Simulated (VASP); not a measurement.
Input of a VASP 6.6.1 run:

The input INCAR:

```
SYSTEM = Te2Mo
  PREC = Accurate
  ENCUT = 520
  EDIFF = 1E-7
  ISMEAR = 0
  SIGMA = 0.05
  LREAL = .FALSE.
  LASPH = .TRUE.
  NELM = 80
  ALGO = Normal
  ISIF = 2
  LWAVE = .FALSE.
  LCHARG = .FALSE.
  GGA = CA
  NBANDS = 20
```

Contents of KPOINTS:

```
Automatic mesh
0
G
  12 12 2
  0 0 0
```

POSCAR

```
Te2Mo
1.0
    3.5602328140      0.0000000000      0.0000000000
   -1.7801164070      3.0832520603      0.0000000000
    0.0000000000      0.0000000000     17.5240578200
Te Mo
2 1
Direct
    0.3333333333      0.6666666667      0.8978554500
    0.3333333333      0.6666666667      0.1021445500
   -0.0280880508      0.0000000000     -0.0057064409
```

Potentials or basis: VASP PAW LDA potentials, release 64 (Te, Mo_sv).

Launch:

```bash
$ cat potpaw_LDA.64/Te/POTCAR potpaw_LDA.64/Mo_sv/POTCAR > POTCAR
$ mpirun -np 1 vasp_std > vasp.out
```

(1) What does it give for the band gap on the k mesh?

(2) Predict the largest force.

Results:

(1) 1.05 eV.

(2) 2.513 eV/Å.

Caveat: the cell differs from its parent crystal (atom 3 (Mo) moved by (-0.100, -0.100) A along x and z); spin-orbit coupling is left out, which moves the levels of the heavy elements.
